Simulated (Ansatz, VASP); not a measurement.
# Ti in VASP and in Ansatz

```xyz
3
Lattice="4.5687 0.0000 0.0000 -2.2844 3.9566 0.0000 0.0000 0.0000 2.8249" Properties=species:S:1:pos:R:3 pbc="T T T"
Ti    0.0000    0.0000    0.0000
Ti    0.0000    2.6378    1.4125
Ti    2.2844    1.3189    1.4125
```

Alike in both runs: functional r2SCAN; k mesh 12 × 12 × 14; occupations gaussian, width 0.1 eV; no spin polarisation.

Ansatz relaxed the structure, and its values are those at the end. VASP's run is a single point on that final structure, the one shown.

|  | VASP | Ansatz |
| --- | --- | --- |
| version | VASP 6.6.1 | Ansatz 0.2.0 |
| potentials or method | VASP PAW PBE potentials, release 64 (Ti_sv), cutoff 520 eV | scalar-relativistic, plane waves, PAW |
| valence electrons in the cell | 36 | 36 |

```csv
,VASP,Ansatz,Ansatz less VASP
gap on the k mesh at the Fermi level (eV),none,none,-
pressure (GPa),0.4,0.0,-0.38
```

VASP's potentials were made for PBE, not for r2SCAN. A gap of «none» marks a metal or a gap that the smearing closes.
